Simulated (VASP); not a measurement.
# TiO2 (I4_1/amd) in VASP: single point with LDA

Aim: the single point of TiO2 with LDA.

Everything below comes from runs of VASP 6.6.1. Logs are shortened: lines on timing, memory, paths and dates and some standing lists are left out, and cuts for length are marked.

### 1 The cell of the first run

The structure is tetragonal, space group I4_1/amd (No. 141). The conventional cell has a = 3.733 Å, b = 3.733 Å, c = 9.386 Å, α = 90.00°, β = 90.00°, γ = 90.00°. Ti (site symmetry -4m2) has 6 O at 1.91 to 1.95 Å within 2.5 Å. Within 2.5 Å of O (site symmetry 2mm) lie 3 Ti at 1.91 to 1.95 Å and 2 O at 2.43 Å.

### 2 Single point, LDA

INCAR

```
SYSTEM = TiO2
ALGO     = Normal         ! electronic algorithm
EDIFF    = 1E-6           ! SCF threshold, eV
ENCUT    = 1340           ! plane-wave cutoff, eV
GGA_COMPAT= .FALSE.      
ISIF     = 2              ! what is computed and relaxed
ISMEAR   = 0              ! smearing method
LASPH    = .TRUE.         ! aspherical terms in the spheres
LCHARG   = .FALSE.        ! write CHGCAR
LREAL    = .FALSE.        ! projectors in reciprocal space
LWAVE    = .FALSE.        ! write WAVECAR
NBANDS   = 33             ! bands
NELM     = 120            ! most SCF steps
PREC     = Accurate       ! precision mode
SIGMA    = 0.01           ! smearing width, eV
```

KPOINTS

```
k-points
0
G
  8 8 8
  0 0 0
```

POSCAR

```
TiO2
1.0
   -1.8665279463      1.8665279463      4.6930042805
    1.8665279463     -1.8665279463      4.6930042805
    1.8665279463      1.8665279463     -4.6930042805
Ti O
2 4
Direct
    0.0000000000      0.0000000000      0.0000000000
    0.7500000000      0.2500000000      0.5000000000
    0.2081000000      0.2081000000      0.0000000000
    0.9581000000      0.4581000000      0.5000000000
    0.5419000000      0.0419000000      0.5000000000
    0.7919000000      0.7919000000      0.0000000000
```

Potentials or basis: VASP PAW LDA potentials, release 64 (Ti_sv, O_h).

The run is started by

```bash
$ cat potpaw_LDA.64/Ti_sv/POTCAR potpaw_LDA.64/O_h/POTCAR > POTCAR
$ mpirun -np 1 vasp_std > vasp.out
```

OUTCAR:

```text
SYSTEM = TiO2
   EDIFF = 1E-6
   ENCUT = 1340
   ISIF = 2
   ISMEAR = 0
   LASPH = .TRUE.
   LREAL = .FALSE.
   NELM = 120
   PREC = Accurate

 ion  position               nearest neighbor table
   1  0.000  0.000  0.000-   5 1.91   4 1.91   5 1.91   4 1.91   3 1.95   6 1.95
   2  0.750  0.250  0.500-   6 1.91   3 1.91   6 1.91   3 1.91   4 1.95   5 1.95
   3  0.208  0.208  0.000-   2 1.91   2 1.91   1 1.95
   4  0.958  0.458  0.500-   1 1.91   1 1.91   2 1.95
   5  0.542  0.042  0.500-   1 1.91   1 1.91   2 1.95
   6  0.792  0.792  0.000-   2 1.91   2 1.91   1 1.95

  LATTYP: Found a body centered tetragonal cell.
 ALAT       =     3.7330558926
 C/A-ratio  =     2.5142962846

  Lattice vectors:

 A1 = (  -1.8665279463,   1.8665279463,   4.6930042805)
 A2 = (   1.8665279463,  -1.8665279463,   4.6930042805)
 A3 = (   1.8665279463,   1.8665279463,  -4.6930042805)

Analysis of symmetry for initial positions (statically):
=====================================================================
 Subroutine PRICEL returns:
 Original cell was already a primitive cell.

 Routine SETGRP: Setting up the symmetry group for a
 body centered tetragonal supercell.

 Subroutine GETGRP returns: Found 16 space group operations
 (whereof  8 operations were pure point group operations)
 out of a pool of 16 trial point group operations.

The static configuration has the point symmetry D_2d.
 The point group associated with its full space group is D_4h.

Analysis of symmetry for dynamics (positions and initial velocities):
=====================================================================
 Subroutine PRICEL returns:
 Original cell was already a primitive cell.

 Routine SETGRP: Setting up the symmetry group for a
 body centered tetragonal supercell.

 Subroutine GETGRP returns: Found 16 space group operations
 (whereof  8 operations were pure point group operations)
 out of a pool of 16 trial point group operations.

The dynamic configuration has the point symmetry D_2d.
 The point group associated with its full space group is D_4h.

 Subroutine INISYM returns: Found 16 space group operations
 (whereof  8 operations are pure point group operations),
 and found     1 'primitive' translations

----------------------------------------------------------------------------------------

                                     Primitive cell

  volume of cell :      65.4003

  direct lattice vectors                    reciprocal lattice vectors
    -1.866527946  1.866527946  4.693004281     0.000000000  0.267877050  0.106541561
     1.866527946 -1.866527946  4.693004281     0.267877050  0.000000000  0.106541561
     1.866527946  1.866527946 -4.693004281     0.267877050  0.267877050  0.000000000

  length of vectors
     5.384435191  5.384435191  5.384435191     0.288286694  0.288286694  0.378835357

  position of ions in fractional coordinates (direct lattice)
     0.000000000  0.000000000  0.000000000
     0.750000000  0.250000000  0.500000000
     0.208100000  0.208100000  0.000000000
     0.958100000  0.458100000  0.500000000
     0.541900000  0.041900000  0.500000000
     0.791900000  0.791900000  0.000000000

  ion indices of the primitive-cell ions
   primitive index   ion index
                 1           1
                 2           2
                 3           3
                 4           4
                 5           5
                 6           6

----------------------------------------------------------------------------------------

 KPOINTS: k-points

Automatic generation of k-mesh.
 Grid dimensions read from file:
 generate k-points for:    8    8    8

 Generating k-lattice:

  Cartesian coordinates                     Fractional coordinates (reciprocal lattice)
     0.000000000  0.033484631  0.013317695     0.125000000 -0.000000000  0.000000000
     0.033484631  0.000000000  0.013317695    -0.000000000  0.125000000  0.000000000
     0.033484631  0.033484631  0.000000000     0.000000000  0.000000000  0.125000000

  Length of vectors
     0.036035837  0.036035837  0.047354420

  Shift w.r.t. Gamma in fractional coordinates (k-lattice)
     0.000000000  0.000000000  0.000000000

 Subroutine IBZKPT returns following result:
 ===========================================

 Found     59 irreducible k-points:

 Following reciprocal coordinates:
            Coordinates               Weight
  0.000000  0.000000  0.000000      1.000000
  0.125000 -0.000000  0.000000      8.000000
  0.250000 -0.000000  0.000000      8.000000
  0.375000 -0.000000  0.000000      8.000000
  0.500000 -0.000000  0.000000      4.000000
  0.125000  0.125000  0.000000      8.000000
[... 16 lines left out ...]
  0.250000  0.125000  0.125000     16.000000
  0.375000  0.125000  0.125000      8.000000
 [... further k-points ...]
   k-points           NKPTS =     59   k-points in BZ     NKDIM =     59   number of bands    NBANDS=     33
   number of dos      NEDOS =    301   number of ions     NIONS =      6
   total plane-waves  NPLWV = 262144
   dimension x,y,z NGX =    64 NGY =   64 NGZ =   64
   dimension x,y,z NGXF=   128 NGYF=  128 NGZF=  128
   ions per type =               2   4
   NGX,Y,Z   is equivalent  to a cutoff of  19.76, 19.76, 19.76 a.u.
   NGXF,Y,Z  is equivalent  to a cutoff of  39.52, 39.52, 39.52 a.u.
 SYSTEM =  TiO2
   PREC   = accura    normal or accurate (medium, high low for compatibility)
   ISTART =      0    job   : 0-new  1-cont  2-samecut
   ICHARG =      2    charge: 1-file 2-atom 10-const
   ISPIN  =      1    spin polarized calculation?
   LNONCOLLINEAR =      F non collinear calculations
   LSORBIT =      F    spin-orbit coupling
   LASPH  =      T    aspherical Exc in radial PAW
   ENCUT  = 1340.0 eV  98.49 Ry    9.92 a.u.  16.07 16.07 16.07*2*pi/ulx,y,z
   NELM   =    120;   NELMIN=  2; NELMDL= -5     # of ELM steps
   EDIFF  = 0.1E-05   stopping-criterion for ELM
   LREAL  =      F    real-space projection
   EDIFFG = 0.1E-04   stopping-criterion for IOM
   NSW    =      0    number of steps for IOM
   IBRION =     -1    ionic relax: 0-MD 1-quasi-New 2-CG
   NFREE  =      0    steps in history (QN), initial steepest desc. (CG)
   ISIF   =      2    stress and relaxation
   ISYM   =      2    0-nonsym 1-usesym 2-fastsym
   POTIM  = 0.5000    time-step for ionic-motion
   TEBEG  =    0.0;   TEEND  =   0.0 temperature during run
   PSTRESS=    0.0 pullay stress
   NELECT =      48.0000    total number of electrons
   NUPDOWN=      -1.0000    fix difference up-down
   EMIN   =  10.00;   EMAX   =-10.00  energy-range for DOS
   EFERMI =   0.00;   METHOD = LEGACY
   ISMEAR =     0;   SIGMA  =   0.01  broadening in eV -4-tet -1-fermi 0-gaus
   EFERMI_NEDOS =   21; number of points for ismear=-14 and -15
   IALGO  =     38    algorithm
   IMIX   =      4    mixing-type and parameters
     AMIX     =   0.40;   BMIX     =  1.00
     AMIX_MAG =   1.60;   BMIX_MAG =  1.00
  volume/ion in A,a.u.               =      10.90        73.56
  Fermi-wavevector in a.u.,A,eV,Ry     =   1.476710  2.790578 29.669856  2.180673
  Thomas-Fermi vector in A             =   2.591204
   LORBIT       =      0    0 simple, 1 ext, 2 COOP (PROOUT), +10 PAW based schemes
   GGA     = CA    functional components
   LHFCALC =     F    Hartree Fock is set to
   AEXX    =    0.0000 exact exchange contribution
   IVDW    =     0    specifies the selected vdW correction
   LEPSILON=     F    determine dielectric tensor
   LRPA    =     F    only Hartree local field effects (RPA)
 non-spin polarized calculation
 Gauss-broadening in eV      SIGMA  =   0.01
  energy-cutoff  :     1340.00
  volume of cell :       65.40
 maximum number of plane-waves:      7328
   NGX = 33   NGY = 33   NGZ = 33

 number of electron      48.0000000 magnetization

 Free energy of the ion-electron system (eV)
  ---------------------------------------------------
  ext. energy  EPLUGINS =         0.00000000
  ---------------------------------------------------
  free energy    TOTEN  =       -58.86952842 eV

  energy without entropy =      -58.86952842  energy(sigma->0) =      -58.86952842

 E-fermi :   3.9720     XC(G=0): -11.5574

 val. band max:        3.9024121745   @ k =   0.5000   0.5000   0.0000
 cond. band min:       6.0269036066   @ k =   0.0000   0.0000   0.0000
 fundamental gap:      2.1244914321
 Fermi energy:         3.9720334156

 k-point     1 :       0.0000    0.0000    0.0000
  band No.  band energies     occupation
      1     -51.5553      2.00000
      2     -51.4764      2.00000
      3     -28.5043      2.00000
      4     -28.2113      2.00000
      5     -28.2113      2.00000
      6     -28.1230      2.00000
[... 25 lines left out ...]
     32       9.6399      0.00000
     33       9.6824      0.00000

 k-point     2 :       0.1250   -0.0000    0.0000
  band No.  band energies     occupation
      1     -51.5526      2.00000
      2     -51.4782      2.00000
      3     -28.4990      2.00000
      4     -28.2358      2.00000
      5     -28.2131      2.00000
      6     -28.1328      2.00000
[... 25 lines left out ...]
     32       9.7748      0.00000
     33      10.0706      0.00000

 k-point     3 :       0.2500   -0.0000    0.0000
  band No.  band energies     occupation
      1     -51.5455      2.00000
      2     -51.4832      2.00000
      3     -28.4868      2.00000
      4     -28.2920      2.00000
      5     -28.2171      2.00000
      6     -28.1527      2.00000
[... 25 lines left out ...]
     32      10.1521      0.00000
     33      10.5703      0.00000

 k-point     4 :       0.3750   -0.0000    0.0000
  band No.  band energies     occupation
      1     -51.5370      2.00000
      2     -51.4897      2.00000
      3     -28.4745      2.00000
      4     -28.3482      2.00000
      5     -28.2205      2.00000
      6     -28.1646      2.00000
[... 673 lines left out ...]
     32      10.9538      0.00000
     33      11.2818      0.00000

 k-point    23 :       0.2500    0.1250    0.1250
  band No.  band energies     occupation
      1     -51.5300      2.00000
      2     -51.4936      2.00000
      3     -28.4741      2.00000
      4     -28.3749      2.00000
      5     -28.2628      2.00000
      6     -28.2071      2.00000
[... 25 lines left out ...]
     32      11.0123      0.00000
     33      11.5300      0.00000

 k-point    24 :       0.3750    0.1250    0.1250
  band No.  band energies     occupation
      1     -51.5253      2.00000
      2     -51.4975      2.00000
      3     -28.4677      2.00000
      4     -28.3979      2.00000
      5     -28.2650      2.00000
      6     -28.2145      2.00000
[... 25 lines left out ...]
     32      10.9892      0.00000
     33      11.5779      0.00000

 [... further k-points ...]
[... 5 lines left out ...]
  --------------------------------------------------------------------------------------
  -------------------------------------------------------------------------------------
  Total        1.2604244      1.2604244      1.8400137      0.0000000      0.0000000      0.0000000
  in kB       30.8778770     30.8778770     45.0766579      0.0000000      0.0000000      0.0000000
  external PRESSURE =      35.6108040 kB  Pullay stress =       0.0000000 kB

 VOLUME and BASIS-vectors are now :
 -----------------------------------------------------------------------------
  energy-cutoff  :     1340.00
  volume of cell :       65.40
      direct lattice vectors                 reciprocal lattice vectors
    -1.866527946  1.866527946  4.693004281     0.000000000  0.267877050  0.106541561
     1.866527946 -1.866527946  4.693004281     0.267877050  0.000000000  0.106541561
     1.866527946  1.866527946 -4.693004281     0.267877050  0.267877050  0.000000000

 POSITION                                       TOTAL-FORCE (eV/Angst)
 -----------------------------------------------------------------------------------
      0.00000      0.00000      0.00000        -0.000000     -0.000000      0.000000
     -0.00000      1.86653      2.34650        -0.000000     -0.000000      0.000000
      0.00000      0.00000      1.95323        -0.000000     -0.000000      0.163096
      0.00000      1.86653      4.29973         0.000000      0.000000      0.163096
      0.00000      1.86653      0.39327         0.000000      0.000000     -0.163096
      0.00000      0.00000      7.43278        -0.000000     -0.000000     -0.163096
 -----------------------------------------------------------------------------------
    total drift:                               -0.000000     -0.000000     -0.000000

  FREE ENERGIE OF THE ION-ELECTRON SYSTEM (eV)
  ---------------------------------------------------
  free  energy   TOTEN  =       -58.8695284210 eV

  energy  without entropy=      -58.8695284210  energy(sigma->0) =      -58.86952842
```

It took 18 min on 1 thread of Intel Xeon Platinum 8259CL at 2.50GHz (Skylake/Cascade Lake), shared host; peak memory 0.7 GiB.

Results:

```
Free energy            : -58.8695 eV
Pressure               : 3.6 GPa
Largest force          : 0.163 eV/Å
Band gap on the k mesh : 2.12 eV (least direct gap 2.43 eV)
```

Forces on the atoms (eV/Å):
```
Ti   0.000  0.000  0.000
Ti   0.000  0.000  0.000
O    0.000  0.000  0.163
O    0.000  0.000  0.163
O    0.000  0.000 -0.163
O    0.000  0.000 -0.163
```

Stress tensor (GPa, compression positive):
```
3.09 0.00 0.00
0.00 3.09 0.00
0.00 0.00 4.51
```

Caveat: the cell stands under pressure.
